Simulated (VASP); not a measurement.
# C (a cell with a defect) in VASP: single point with PBE+D3(BJ)

Aim: the single point of C (a cell with a defect) with PBE+D3(BJ).

All numbers are computed with VASP 6.6.1; they aren't measurements. Logs are shortened: lines on timing, memory, paths and dates and some standing lists are left out, and cuts for length are marked.

**1. The cell of the first run**

The cell holds a defect, 63 atoms: a = 7.140 Å, b = 7.140 Å, c = 7.140 Å, α = 90.00°, β = 90.00°, γ = 90.00°.

**2. Single point, PBE+D3(BJ)**

Contents of INCAR:

```
  PREC = Accurate
  ENCUT = 520
  EDIFF = 1E-7
  ISMEAR = -1
  SIGMA = 0.05
  LREAL = Auto
  LASPH = True
  NELM = 80
  ALGO = Normal
  ISIF = 2
  LWAVE = False
  LCHARG = True
  GGA = PE
  IVDW = 12
  LELF = True
  LVHAR = True
  NBANDS = 163
```

Contents of KPOINTS:

```
regular mesh
0
Gamma
  2 2 2
```

Contents of POSCAR:

```
C
1.0
    7.1400000000      0.0000000000      0.0000000000
    0.0000000000      7.1400000000      0.0000000000
    0.0000000000      0.0000000000      7.1400000000
C
63
Direct
    0.4999634454     -0.0000057423      0.0018680672
    0.6248180672      0.1228533613      0.1259471989
    0.7434042017      0.2424477591     -0.0065977591
    0.8705180672      0.3735497199      0.1205257703
    0.7507945378     -0.0009577031      0.2504460784
    0.8772225490      0.1241826331      0.3738963585
    0.0004382353     -0.0009617647      0.0008068627
    0.1238885154      0.1241824930      0.1272326331
    0.2499334734      0.2500250700      0.0018679272
    0.3727925770      0.3748798319      0.1259473389
    0.4923878151      0.4934661064     -0.0065957983
    0.6234883754      0.6205805322      0.1205270308
    0.7483764706      0.7473691877     -0.0016123249
    0.8745019608      0.8732028011      0.1245128852
    0.2510268908      0.0010885154      0.2523501401
    0.3771413165      0.1272030812      0.3779270308
    0.5004380952      0.2504992997      0.2506882353
    0.6247973389      0.3748586835      0.3747467787
    0.7483796919      0.4984414566      0.2473177871
    0.8745039216      0.6245655462      0.3731519608
    0.5022511204      0.0048394958      0.5047873950
    0.6398414566      0.1203915966      0.6203394958
    0.7518662465      0.2500280112      0.4999397759
    0.8759471989      0.3748792717      0.6227925770
    0.7518649860     -0.0000044818      0.7499771709
    0.8759480392      0.1228490196      0.8748291317
   -0.0026922969      0.4984376751     -0.0016127451
    0.1231411765      0.6245631653      0.1245126050
    0.2489770308      0.7504991597      0.0008067227
    0.3741208683      0.8739498599      0.1272330532
   -0.0009310924      0.2495568627      0.2490770308
    0.1247065826      0.3764806723      0.3747135854
    0.2489805322      0.5008563025      0.2504457983
    0.3741208683      0.6272844538      0.3738964986
    0.4994950980      0.7491315126      0.2490784314
    0.6264189076      0.8747693277      0.3747152661
    0.0023382353      0.0010862745      0.5010354342
    0.1279155462      0.1271981793      0.6271485994
    0.2547760504      0.2523126050      0.5047854342
    0.3703264706      0.3899026611      0.6203355742
    0.4999659664      0.5019267507      0.4999394958
    0.6248175070      0.6260072829      0.6227931373
    0.7507952381      0.7505015406      0.4989886555
    0.8772205882      0.8739487395      0.6241326331
    0.2547626050      0.0048240896      0.7522617647
    0.3703014006      0.1203627451      0.8898484594
    0.5998252101      0.3498784314      0.8497728291
    0.7433917367      0.4934516807      0.7423861345
    0.8705095238      0.6205707283      0.8734973389
   -0.0001477591      0.7499137255      0.2498621849
    0.1257962185      0.8758577031      0.3758063025
    0.0004403361      0.5008570028      0.4989880952
    0.1238875350      0.6272820728      0.6241324930
    0.2510249300      0.7524000000      0.5010357143
    0.3771371148      0.8779773109      0.6271491597
    0.0006834734      0.2504967787      0.7504439776
    0.1247401961      0.3748565826      0.8748039216
    0.2499345938      0.5019254902      0.7499767507
    0.3727887955      0.6260082633      0.8748292717
    0.5004358543      0.7507442577      0.7504442577
    0.6247955182      0.8748012605      0.8748042017
   -0.0009401961      0.7491211485      0.7495065826
    0.1246953782      0.8747564426      0.8764303922
```

Potentials or basis: VASP PAW PBE potentials, release 64 (C).

Launch:

```
$ cat potpaw_PBE.64/C/POTCAR > POTCAR
$ mpirun -np 1 vasp_std > vasp.out
```

OUTCAR:

```text
PREC = Accurate
   ENCUT = 520
   EDIFF = 1E-7
   ISMEAR = -1
   LREAL = Auto
   LASPH = True
   NELM = 80
   ISIF = 2
   GGA = PE
   IVDW = 12
 IVDW          = 12

 ion  position               nearest neighbor table
   1  0.500  1.000  0.002-  46 1.50   2 1.53  61 1.55  30 1.56
   2  0.625  0.123  0.126-   3 1.53   1 1.53   5 1.54  17 1.55
   3  0.743  0.242  0.993-  26 1.53   2 1.53   4 1.59  47 1.64
   4  0.871  0.374  0.121-  27 1.54  19 1.54  31 1.57   3 1.59
   5  0.751  0.999  0.250-  36 1.54   2 1.54   6 1.55  14 1.55
   6  0.877  0.124  0.374-  31 1.53   5 1.55  37 1.55  23 1.56
[... 13 lines left out ...]
  20  0.875  0.625  0.373-  50 1.54  52 1.55  43 1.55  19 1.56
  21  0.502  0.005  0.505-  22 1.53  16 1.54  55 1.54  36 1.58
  22  0.640  0.120  0.620-  25 1.50  23 1.50  21 1.53
[... 24 lines left out ...]
  47  0.600  0.350  0.850-  48 1.64   3 1.64  11 1.64
  48  0.743  0.493  0.742-  24 1.53  42 1.53  49 1.59  47 1.64
  49  0.871  0.621  0.873-  27 1.54  13 1.54  62 1.57  48 1.59
  50  1.000  0.750  0.250-  20 1.54  14 1.54  28 1.54  51 1.56
  51  0.126  0.876  0.376-  37 1.54  54 1.54  15 1.54  50 1.56
  52  0.000  0.501  0.499-  32 1.54  24 1.54  53 1.55  20 1.55
  53  0.124  0.627  0.624-  62 1.53  52 1.55  54 1.55  58 1.56
[... 8 lines left out ...]
  62  0.999  0.749  0.750-  44 1.53  53 1.53  63 1.56  49 1.57
  63  0.125  0.875  0.876-  29 1.54   7 1.54  62 1.56  45 1.58

  LATTYP: Found a simple cubic cell.
 ALAT       =     7.1400000000

  Lattice vectors:

 A1 = (   7.1400000000,   0.0000000000,   0.0000000000)
 A2 = (   0.0000000000,   7.1400000000,   0.0000000000)
 A3 = (   0.0000000000,   0.0000000000,   7.1400000000)

Analysis of symmetry for initial positions (statically):
=====================================================================
 Subroutine PRICEL returns:
 Original cell was already a primitive cell.

 Routine SETGRP: Setting up the symmetry group for a
 simple cubic supercell.

 Subroutine GETGRP returns: Found  2 space group operations
 (whereof  1 operations were pure point group operations)
 out of a pool of 48 trial point group operations.

The static configuration has the point symmetry C_1 .
 The point group associated with its full space group is C_1h.

Analysis of symmetry for dynamics (positions and initial velocities):
=====================================================================
 Subroutine PRICEL returns:
 Original cell was already a primitive cell.

 Routine SETGRP: Setting up the symmetry group for a
 simple cubic supercell.

 Subroutine GETGRP returns: Found  2 space group operations
 (whereof  1 operations were pure point group operations)
 out of a pool of 48 trial point group operations.

The dynamic configuration has the point symmetry C_1 .
 The point group associated with its full space group is C_1h.

 Subroutine INISYM returns: Found  2 space group operations
 (whereof  1 operations are pure point group operations),
 and found     1 'primitive' translations

----------------------------------------------------------------------------------------

                                     Primitive cell

  volume of cell :     363.9943

  direct lattice vectors                    reciprocal lattice vectors
     7.140000000  0.000000000  0.000000000     0.140056022  0.000000000  0.000000000
     0.000000000  7.140000000  0.000000000     0.000000000  0.140056022  0.000000000
     0.000000000  0.000000000  7.140000000     0.000000000  0.000000000  0.140056022

  length of vectors
     7.140000000  7.140000000  7.140000000     0.140056022  0.140056022  0.140056022

  position of ions in fractional coordinates (direct lattice)
     0.499963445  0.999994258  0.001868067
     0.624818067  0.122853361  0.125947199
     0.743404202  0.242447759  0.993402241
     0.870518067  0.373549720  0.120525770
     0.750794538  0.999042297  0.250446078
     0.877222549  0.124182633  0.373896358
[... 55 lines left out ...]
     0.999059804  0.749121149  0.749506583
     0.124695378  0.874756443  0.876430392

  ion indices of the primitive-cell ions
   primitive index   ion index
                 1           1
                 2           2
                 3           3
                 4           4
                 5           5
                 6           6
[... 55 lines left out ...]
                62          62
                63          63

----------------------------------------------------------------------------------------

 KPOINTS: regular mesh

Automatic generation of k-mesh.
 Grid dimensions read from file:
 generate k-points for:    2    2    2

 Generating k-lattice:

  Cartesian coordinates                     Fractional coordinates (reciprocal lattice)
     0.070028011  0.000000000  0.000000000     0.500000000  0.000000000  0.000000000
     0.000000000  0.070028011  0.000000000     0.000000000  0.500000000  0.000000000
     0.000000000  0.000000000  0.070028011     0.000000000  0.000000000  0.500000000

  Length of vectors
     0.070028011  0.070028011  0.070028011

  Shift w.r.t. Gamma in fractional coordinates (k-lattice)
     0.000000000  0.000000000  0.000000000

 Subroutine IBZKPT returns following result:
 ===========================================

 Found      6 irreducible k-points:

 Following reciprocal coordinates:
            Coordinates               Weight
  0.000000  0.000000  0.000000      1.000000
  0.500000  0.000000  0.000000      2.000000
  0.000000  0.000000  0.500000      1.000000
  0.500000  0.500000  0.000000      1.000000
  0.000000  0.500000  0.500000      2.000000
  0.500000  0.500000  0.500000      1.000000
   k-points           NKPTS =      6   k-points in BZ     NKDIM =      6   number of bands    NBANDS=    163
   number of dos      NEDOS =    301   number of ions     NIONS =     63
   total plane-waves  NPLWV = 157464
   dimension x,y,z NGX =    54 NGY =   54 NGZ =   54
   dimension x,y,z NGXF=   108 NGYF=  108 NGZF=  108
   ions per type =              63
   NGX,Y,Z   is equivalent  to a cutoff of  12.57, 12.57, 12.57 a.u.
   NGXF,Y,Z  is equivalent  to a cutoff of  25.15, 25.15, 25.15 a.u.
 SYSTEM =  unknown system
   PREC   = accura    normal or accurate (medium, high low for compatibility)
   ISTART =      0    job   : 0-new  1-cont  2-samecut
   ICHARG =      2    charge: 1-file 2-atom 10-const
   ISPIN  =      1    spin polarized calculation?
   LNONCOLLINEAR =      F non collinear calculations
   LSORBIT =      F    spin-orbit coupling
   LASPH  =      T    aspherical Exc in radial PAW
   ENCUT  =  520.0 eV  38.22 Ry    6.18 a.u.  13.28 13.28 13.28*2*pi/ulx,y,z
   NELM   =     80;   NELMIN=  2; NELMDL= -5     # of ELM steps
   EDIFF  = 0.1E-06   stopping-criterion for ELM
   LREAL  =      T    real-space projection
   EDIFFG = 0.1E-05   stopping-criterion for IOM
   NSW    =      0    number of steps for IOM
   IBRION =     -1    ionic relax: 0-MD 1-quasi-New 2-CG
   NFREE  =      0    steps in history (QN), initial steepest desc. (CG)
   ISIF   =      2    stress and relaxation
   ISYM   =      2    0-nonsym 1-usesym 2-fastsym
   POTIM  = 0.5000    time-step for ionic-motion
   TEBEG  =    0.0;   TEEND  =   0.0 temperature during run
   PSTRESS=    0.0 pullay stress
   NELECT =     252.0000    total number of electrons
   NUPDOWN=      -1.0000    fix difference up-down
   EMIN   =  10.00;   EMAX   =-10.00  energy-range for DOS
   EFERMI =   0.00;   METHOD = LEGACY
   ISMEAR =    -1;   SIGMA  =   0.05  broadening in eV -4-tet -1-fermi 0-gaus
   EFERMI_NEDOS =   21; number of points for ismear=-14 and -15
   IALGO  =     38    algorithm
   IMIX   =      4    mixing-type and parameters
     AMIX     =   0.40;   BMIX     =  1.00
     AMIX_MAG =   1.60;   BMIX_MAG =  1.00
  volume/ion in A,a.u.               =       5.78        38.99
  Fermi-wavevector in a.u.,A,eV,Ry     =   1.448250  2.736795 28.537232  2.097427
  Thomas-Fermi vector in A             =   2.566112
   LORBIT       =      0    0 simple, 1 ext, 2 COOP (PROOUT), +10 PAW based schemes
   GGA     = PE    functional components
   LHFCALC =     F    Hartree Fock is set to
   AEXX    =    0.0000 exact exchange contribution
   IVDW    =    12    specifies the selected vdW correction
   LEPSILON=     F    determine dielectric tensor
   LRPA    =     F    only Hartree local field effects (RPA)
 non-spin polarized calculation
  energy-cutoff  :      520.00
  volume of cell :      363.99
 maximum number of plane-waves:      9808
 NGX is ok and might be reduce to    54
   NGX = 27   NGY = 27   NGZ = 27

 number of electron     251.9999992 magnetization

 Free energy of the ion-electron system (eV)
  ---------------------------------------------------
  ext. energy  EPLUGINS =         0.00000000
  ---------------------------------------------------
  free energy    TOTEN  =      -565.08635699 eV

  energy without entropy =     -565.04238179  energy(sigma->0) =     -565.06436939

 E-fermi :  10.7589     XC(G=0): -13.1612

 val. band max:       10.7182498909   @ k =   0.5000   0.0000   0.0000
 cond. band min:      10.8996092653   @ k =   0.5000   0.5000   0.5000
 fundamental gap:      0.1813593744
 Fermi energy:        10.7588994744

 k-point     1 :       0.0000    0.0000    0.0000
  band No.  band energies     occupation
      1     -11.9040      2.00000
      2      -9.7455      2.00000
      3      -9.7454      2.00000
      4      -9.6846      2.00000
      5      -9.6846      2.00000
      6      -9.5575      2.00000
[... 835 lines left out ...]
    137      15.4960      0.00000
    138      15.5312      0.00000
 [bands above 138 left out]

------------------------ aborting loop because EDIFF is reached ----------------------------------------

 Edisp (eV)  -11.93263

 E8    (eV) :    -3.4356

  FORCE on cell =-STRESS in cart. coord.  units (eV):
  Direction    XX          YY          ZZ          XY          YZ          ZX
  --------------------------------------------------------------------------------------
  -------------------------------------------------------------------------------------
  Total     -11.08575   -11.08575   -11.07650    -7.41161    -7.41225    -7.41225
  in kB     -48.79565   -48.79565   -48.75492   -32.62334   -32.62616   -32.62616
  external pressure =      -48.78 kB  Pullay stress =        0.00 kB

 VOLUME and BASIS-vectors are now :
 -----------------------------------------------------------------------------
  energy-cutoff  :      520.00
  volume of cell :      363.99
      direct lattice vectors                 reciprocal lattice vectors
     7.140000000  0.000000000  0.000000000     0.140056022  0.000000000  0.000000000
     0.000000000  7.140000000  0.000000000     0.000000000  0.140056022  0.000000000
     0.000000000  0.000000000  7.140000000     0.000000000  0.000000000  0.140056022

 POSITION                                       TOTAL-FORCE (eV/Angst)
 -----------------------------------------------------------------------------------
      3.56974      7.13996      0.01334        -0.028868      0.013156     -0.097148
      4.46120      0.87717      0.89926        -0.039410      0.017244     -0.023000
      5.30791      1.73108      7.09289        -0.304147      0.354842     -0.307331
      6.21550      2.66715      0.86055         0.045480     -0.001723      0.045744
      5.36067      7.13316      1.78818        -0.041836      0.019731     -0.063826
      6.26337      0.88666      2.66962        -0.003746     -0.026585     -0.033698
[... 55 lines left out ...]
      7.13329      5.34873      5.35148        -0.058825     -0.058825      0.021014
      0.89033      6.24576      6.25771        -0.081843     -0.081843     -0.022398
 -----------------------------------------------------------------------------------
    total drift:                                0.001934     -0.033771      0.006275

  FREE ENERGIE OF THE ION-ELECTRON SYSTEM (eV)
  ---------------------------------------------------
  free  energy   TOTEN  =      -577.0189898161 eV

  energy  without entropy=     -576.9750146087  energy(sigma->0) =     -576.99700221
```

It took 12 min on 1 thread of Intel Xeon Platinum 8259CL at 2.50GHz (Skylake/Cascade Lake), shared host; peak memory 0.54 GiB.

Results:

```
Free energy                : -577.0190 eV
Pressure                   : -4.9 GPa
Largest force              : 4.362 eV/Å
Band gap on the k mesh     : zero (bands 126 and 127 overlap by 0.44 eV)
Dispersion energy per atom : -0.189 eV
```

Forces on the atoms (eV/Å):
```
C   -0.029  0.013 -0.097
C   -0.039  0.017 -0.023
C   -0.304  0.355 -0.307
C    0.045 -0.002  0.046
C   -0.042  0.020 -0.064
C   -0.004 -0.027 -0.034
C   -0.065  0.022 -0.047
C   -0.038 -0.022 -0.007
C    0.013 -0.029 -0.097
C    0.017 -0.039 -0.023
C    0.355 -0.304 -0.307
C   -0.002  0.045  0.046
C    0.005  0.014  0.002
C   -0.008  0.008 -0.010
C   -0.015 -0.015 -0.022
C   -0.031 -0.031 -0.054
C   -0.026 -0.026 -0.027
C   -0.018 -0.018  0.002
C    0.003  0.003  0.014
C   -0.002 -0.002  0.008
C   -0.024 -0.103 -0.095
C    0.070 -0.517 -0.515
C   -0.097 -0.029  0.012
C   -0.016 -0.033  0.014
C   -0.089  0.013 -0.029
C   -0.017  0.018 -0.033
C    0.014  0.005  0.002
C    0.008 -0.008 -0.010
C    0.022 -0.065 -0.047
C   -0.022 -0.038 -0.007
C   -0.059  0.025 -0.063
C   -0.086 -0.025 -0.078
C    0.020 -0.042 -0.064
C   -0.027 -0.004 -0.034
C    0.025 -0.059 -0.063
C   -0.025 -0.086 -0.078
C   -0.025 -0.016 -0.017
C   -0.054 -0.030 -0.032
C   -0.103 -0.024 -0.095
C   -0.517  0.070 -0.515
C   -0.029 -0.097  0.012
C   -0.033 -0.016  0.014
C   -0.043 -0.066  0.025
C   -0.002 -0.036 -0.026
C   -0.099 -0.099 -0.025
C   -0.515 -0.515  0.071
C    2.518  2.518  2.518
C   -0.302 -0.302  0.356
C    0.047  0.047  0.008
C   -0.006 -0.006 -0.007
C   -0.015 -0.015 -0.010
C   -0.066 -0.043  0.025
C   -0.036 -0.002 -0.026
C   -0.016 -0.025 -0.017
C   -0.030 -0.054 -0.032
C   -0.029 -0.026 -0.024
C   -0.002 -0.018 -0.014
C    0.013 -0.089 -0.029
C    0.018 -0.017 -0.033
C   -0.026 -0.029 -0.024
C   -0.018 -0.002 -0.014
C   -0.059 -0.059  0.021
C   -0.082 -0.082 -0.022
```

Stress tensor (GPa, compression positive):
```
-4.88 -3.26 -3.26
-3.26 -4.88 -3.26
-3.26 -3.26 -4.88
```

Levels at points of the mesh, in eV from the Fermi level:
```csv
k point,band 122,band 123,band 124,band 125,band 126,band 127,band 128,band 129,band 130,band 131
"(0.00, 0.00, 0.00)",-3.91,-1.97,-1.97,-1.79,0.40,0.40,0.81,3.13,3.17,3.18
"(0.50, 0.00, 0.00)",-3.13,-3.05,-2.96,-2.47,-0.12,-0.04,0.56,2.89,3.01,3.87
"(0.00, 0.00, 0.50)",-3.13,-3.05,-2.96,-2.47,-0.12,-0.04,0.55,2.89,3.01,3.87
"(0.50, 0.50, 0.00)",-2.91,-2.79,-2.11,-2.07,-0.37,0.19,0.67,4.34,4.35,4.40
"(0.00, 0.50, 0.50)",-2.91,-2.79,-2.11,-2.07,-0.37,0.19,0.67,4.34,4.35,4.40
"(0.50, 0.50, 0.50)",-2.99,-2.99,-2.89,-2.89,0.14,0.14,0.72,4.60,4.62,4.62
```

Caveat: the k points lie up to 0.44 Å⁻¹ apart.

The gap in the log of VASP goes by the Fermi energy; the results here count the filled bands.